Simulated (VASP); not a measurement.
Write the native input for VASP 6.6.1 that does the following.

```
Task                   : single point
Functional             : PBE
Potentials or basis    : VASP PAW PBE potentials, release 64 (B, N)
Cutoff                 : 520 eV
k mesh                 : 6 × 6 × 6
Occupations            : gaussian, width 0.05 eV
Spin                   : no spin polarisation
Dipole correction      : no
Further INCAR settings : ALGO = Normal; EDIFF = 1e-06; NBANDS = 16
```

The structure of BN lies in POSCAR:

```
BN
1.0
    0.0000000000     -1.8123937734     -1.8123937734
   -1.8123937734      0.0000000000     -1.8123937734
    1.8123937734      1.8123937734     -3.6247875468
B N
2 2
Direct
   -0.0006859708      0.0333850487      0.0000000000
    0.5006859708      0.4666149513      0.5000000000
    0.3742980013      0.4091651011      0.8750000000
    0.8757019987      0.8408348989      0.3750000000
```

This cell differs from its parent crystal: mode 4 frozen in at -0.085 Å and mode 5 at -0.017 Å (largest displacements).

One way to write it, as run:

INCAR

```
  PREC = Accurate
  ENCUT = 520
  EDIFF = 1E-6
  ISMEAR = 0
  SIGMA = 0.05
  LREAL = F
  LASPH = T
  NELM = 60
  ALGO = Normal
  ISIF = 2
  LWAVE = F
  LCHARG = T
  GGA = PE
  LELF = T
  LVHAR = T
  NBANDS = 16
```

KPOINTS

```
regular mesh
0
Gamma
  6 6 6
```

Potentials or basis: VASP PAW PBE potentials, release 64 (B, N).

Run with:

```sh
$ cat potpaw_PBE.64/B/POTCAR potpaw_PBE.64/N/POTCAR > POTCAR
$ mpirun -np 1 vasp_std > vasp.out
```

It gave:

The pressure is 0.0 GPa. The largest force is 1.046 eV/Å. The band gap on the k mesh is 4.32 eV, indirect (least direct gap 6.27 eV).

Caveat: the k points lie up to 0.48 Å⁻¹ apart; the cell differs from its parent crystal (mode 4 frozen in at -0.085 Å and mode 5 at -0.017 Å (largest displacements)); forces of over 1 eV/Å act on the atoms, so gaps and moduli don't describe the material at rest.

Run time: 21 s on 1 thread of AMD EPYC 9R45 96-Core Processor (Zen 5) (shared host), peak memory 0.13 GiB.
